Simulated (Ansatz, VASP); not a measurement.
One calculation of RbBr2, two programs

```
Rb Br
1.0
     2.85079    1.64591    4.70786
    -2.85079    1.64591    4.70786
     0.00000   -3.29181    4.70786
Rb Br
1 2
Direct
  0.00000 0.00000 0.00000
  0.75196 0.75196 0.75196
  0.24804 0.24804 0.24804
```

Alike in both runs: functional PBE; k mesh 12 × 12 × 12; occupations gaussian, width 0.1 eV; no spin polarisation.

Ansatz relaxed the structure, and its values are those at the end. VASP's run is a single point on that final structure, the one shown.

```csv
,VASP,Ansatz
version,VASP 6.6.1,Ansatz 0.2.0
potentials or method,"VASP PAW PBE potentials, release 64 (Rb_sv, Br), cutoff 520 eV","scalar-relativistic, plane waves, PAW"
valence electrons in the cell,23,23
```

|  | VASP | Ansatz | Ansatz less VASP |
| --- | --- | --- | --- |
| gap on the k mesh at the Fermi level (eV) | none | none | - |
| pressure (GPa) | 0.0 | 0.0 | -0.02 |

A gap of «none» marks a metal or a gap that the smearing closes. With one functional, cell and mesh, what is left measures potentials, basis and numerics.
